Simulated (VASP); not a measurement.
The system is NaH.

```
CELL_PARAMETERS angstrom
0.00000 2.34285 2.34285
2.34285 0.00000 2.34285
2.34285 2.34285 0.00000
ATOMIC_POSITIONS crystal
Na 0.00000 0.00000 0.00000
H 0.50000 0.50000 0.50000
```

This cell differs from its parent crystal: strain -2.3%.

Base run:

* Program: VASP 6.6.1
* Functional: PBE
* Potentials or basis: VASP PAW PBE potentials, release 64 (Na_pv, H)
* Cutoff: 520 eV
* k mesh: 10 × 10 × 10
* Occupations: fermi-dirac, width 0.02 eV
* Spin: no spin polarisation

Its results: band gap on the k mesh 3.94 eV (least direct gap 4.82 eV); pressure 2.5 GPa.

**Question.** The run is repeated on the same cell with these changes: functional from PBE to r2SCAN; occupations from fermi-dirac, width 0.02 eV to gaussian, width 0.01 eV. What comes out?

**Answer.** Band gap on the k mesh 4.56 eV (least direct gap 5.41 eV); pressure 1.7 GPa.

Caveats: the PAW data sets were made with another functional, which shifts forces and pressure a little (at least some runs).

A k mesh can miss the band edges.
